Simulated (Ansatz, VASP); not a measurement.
This is a calculation of TaN for VASP 6.6.1.

File INCAR:

```
PREC = Accurate ; ENCUT = 600
EDIFF = 1E-6 ; ISMEAR = -1
SIGMA = 0.05 ; LREAL = F
LASPH = T ; NELM = 60
ALGO = Normal ; ISIF = 3
LWAVE = F ; LCHARG = F
GGA = RP ; IVDW = 13
IBRION = 2 ; NSW = 80
EDIFFG = -0.01
```

Contents of KPOINTS:

```
Automatic mesh
0
Gamma
  10 10 10
```

The input POSCAR:

```
TaN
1.0
    0.0000000000      2.2113230000      2.2113230000
    2.2113230000      0.0000000000      2.2113230000
    2.2113230000      2.2113230000      0.0000000000
Ta N
1 1
Direct
    0.5000000000      0.5000000000      0.5000000000
    0.0000000000      0.0000000000      0.0000000000
```

Potentials or basis: VASP PAW PBE potentials, release 64 (Ta_pv, N).

Run with:

```console
$ cat potpaw_PBE.64/Ta_pv/POTCAR potpaw_PBE.64/N/POTCAR > POTCAR
$ mpirun -np 1 vasp_std > vasp.out
```

Q: Set up the same calculation for Ansatz 0.2.0. Potentials there: all-electron LAPW, scalar-relativistic.

A: As run (the cutoff follows the program's own potentials):

input.yaml

```yaml
crystal:
  lattice:
    - [0.0, 2.211323, 2.211323]
    - [2.211323, 0.0, 2.211323]
    - [2.211323, 2.211323, 0.0]
  atoms:
    - { symbol: Ta, position: [0.5, 0.5, 0.5] }
    - { symbol: "N", position: [0.0, 0.0, 0.0] }
kpoints:
  mp_grid: { grid: [10, 10, 10] }
scf:
  occupations: { method: fermi_dirac, width: 0.05 }
hamiltonian:
  xc: rpbe
  dispersion: d4
  pseudopotentials: { kind: all_electron, lapw: { basis_error: 0.001 } }
output:
  forces: true
  stress: true
relax:
  f_tol: 0.01
  max_steps: 60
  cell: {}
```

Potentials or basis: all-electron LAPW, scalar-relativistic.

Run with:

```sh
$ ansatz run input.yaml --threads 1 --pin off --max-ram 3072MiB --backend cpu --events-out ev --progress --plain --runs-dir out
```

Both were run:

|  | VASP | Ansatz | Ansatz less VASP |
| --- | --- | --- | --- |
| relaxed volume (Å³/atom) | 10.59 | 10.57 | -0.022 |
| relaxed cell length with the largest relative difference (Å) | 3.105 | 3.103 | -0.0021 |

VASP's potentials were made for PBE, not for RPBE. Ansatz ran all-electron here, and VASP with PAW potentials.

Spin-orbit coupling is off throughout.
